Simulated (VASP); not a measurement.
Write the native input for VASP 6.6.1 that does the following.

* Task: single point
* Functional: r2SCAN
* Potentials or basis: VASP PAW PBE potentials, release 64 (Al)
* Cutoff: 520 eV
* k mesh: 18 × 18 × 10
* Occupations: gaussian, width 0.1 eV
* Spin: no spin polarisation
* Dipole correction: no
* Further INCAR settings: ALGO = Normal; EDIFF = 1e-06; NBANDS = 10

The system is Al.

```xyz
2
Lattice="2.7811 0.0000 0.0000 -1.3906 2.4085 0.0000 0.0000 0.0000 4.6371" Properties=species:S:1:pos:R:3 pbc="T T T"
Al    1.3906    0.8028    3.4778
Al    0.0000    1.6057    1.1593
```

This isn't the form of Al at room conditions, which is fcc.

The input as run:

POSCAR

```
Al
1.0
    2.7811058077      0.0000000000      0.0000000000
   -1.3905529038      2.4085082801      0.0000000000
    0.0000000000      0.0000000000      4.6370880155
Al
2
Direct
    0.6666666667      0.3333333333      0.7500000000
    0.3333333333      0.6666666667      0.2500000000
```

INCAR.step1

```
SYSTEM = Al
PREC     = Accurate       ! precision mode
ENCUT    = 520            ! plane-wave cutoff, eV
ISMEAR   = 0              ! smearing method
SIGMA    = 0.1            ! smearing width, eV
LREAL    = .FALSE.        ! projectors in reciprocal space
LASPH    = .TRUE.         ! aspherical terms in the spheres
NELM     = 100            ! most SCF steps
NBANDS   = 10             ! bands
GGA      = PE             ! functional
ALGO     = Normal         ! electronic algorithm
EDIFF    = 1E-4           ! SCF threshold, eV
LWAVE    = .TRUE.         ! write WAVECAR
LCHARG   = .FALSE.        ! write CHGCAR
```

INCAR.step2

```
SYSTEM = Al
PREC     = Accurate       ! precision mode
ENCUT    = 520            ! plane-wave cutoff, eV
EDIFF    = 1E-6           ! SCF threshold, eV
ISMEAR   = 0              ! smearing method
SIGMA    = 0.1            ! smearing width, eV
LREAL    = .FALSE.        ! projectors in reciprocal space
LASPH    = .TRUE.         ! aspherical terms in the spheres
NELM     = 100            ! most SCF steps
ALGO     = Normal         ! electronic algorithm
ISIF     = 2              ! what is computed and relaxed
LWAVE    = .FALSE.        ! write WAVECAR
LCHARG   = .TRUE.         ! write CHGCAR
METAGGA  = R2SCAN         ! meta-GGA
LMIXTAU  = .TRUE.       
LELF     = .TRUE.         ! ELF
LVHAR    = .TRUE.       
NBANDS   = 10             ! bands
ISTART   = 1
```

KPOINTS

```
regular mesh
0
G
  18 18 10
  0 0 0
```

Potentials or basis: VASP PAW PBE potentials, release 64 (Al).

The run is started by

```sh
$ cat potpaw_PBE.64/Al/POTCAR > POTCAR
$ cp INCAR.step1 INCAR
$ mpirun -np 1 vasp_std > vasp.out
$ cp INCAR.step2 INCAR
$ mpirun -np 1 vasp_std > vasp.out
```

Results of the run:

| Quantity | Value |
| --- | --- |
| Pressure | 2.5 GPa |
| Band gap on the k mesh | zero (bands 3 and 4 overlap by 7.68 eV) |

Caveat: the PAW data sets were made with another functional, which shifts forces and pressure a little.

Run time: 64 s on 1 thread of Intel(R) Xeon(R) 6975P-C (Granite Rapids), on a shared host, peak memory 0.19 GiB.
